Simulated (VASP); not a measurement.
Write the native input for VASP 6.6.1 that does the following.

| Item | Value |
| --- | --- |
| Task | relaxation of cell and atoms |
| Functional | PBE |
| Potentials or basis | VASP PAW PBE potentials, release 64 (Ag) |
| Cutoff | 600 eV |
| k mesh | 4 × 4 × 4 |
| Occupations | gaussian, width 0.1 eV |
| Spin | no spin polarisation |
| Dipole correction | no |
| Further INCAR settings | ALGO = Normal; EDIFF = 1e-06; IBRION = 2; EDIFFG = -0.04; NSW = 90; ISIF = 3 |

The structure of Ag lies in POSCAR:

```
Ag
1.0
    0.0000000000      3.8874896900      3.8874896900
    3.8874896900      0.0000000000      3.8874896900
    3.8874896900      3.8874896900      0.0000000000
Ag
6
Direct
    0.7482120200      0.2517879800      0.2517879800
    0.2517879800      0.7482120200      0.7482120200
    0.2517879800      0.7482120200      0.2517879800
    0.7482120200      0.2517879800      0.7482120200
    0.2517879800      0.2517879800      0.7482120200
    0.7482120200      0.7482120200      0.2517879800
```

The cell was built from a structure type or drawn by symmetry, and may not be a known phase.

These files were run (other wordings do the same):

INCAR

```
SYSTEM = Ag
  ALGO = Normal
  EDIFF = 1E-6
  EDIFFG = -0.04
  ENCUT = 600
  GGA = PE
  IBRION = 2
  ISIF = 3
  ISMEAR = 0
  LASPH = .TRUE.
  LCHARG = .FALSE.
  LREAL = .FALSE.
  LWAVE = .FALSE.
  NELM = 100
  NSW = 90
  PREC = Accurate
  SIGMA = 0.1
```

KPOINTS

```
k-points
0
G
  4 4 4
  0 0 0
```

Potentials or basis: VASP PAW PBE potentials, release 64 (Ag).

Launch:

```sh
$ cat potpaw_PBE.64/Ag/POTCAR > POTCAR
$ mpirun -np 1 vasp_std > vasp.out
```

Results of the run:

```yaml
Relaxed_volume: 21.13 Å³/atom
Relaxed_cell: a = 5.638 Å, b = 5.638 Å, c = 5.638 Å, α = 60.00°, β = 60.00°, γ = 60.00°
Space_group_after_relaxing_to_0.1_Å: Pm-3m (No. 221)
Energy_gained_by_relaxing: 30.5 meV/atom
Ionic_steps: 5
Pressure_after_relaxing: -0.1 GPa
Largest_force_after_relaxing: 0.006 eV/Å
Band_gap_on_the_k_mesh: zero (bands 33 and 34 overlap by 3.51 eV)
```

Run time: 3.4 min on 1 thread of Intel(R) Xeon(R) 6975P-C (Granite Rapids) (shared host), peak memory 0.33 GiB.
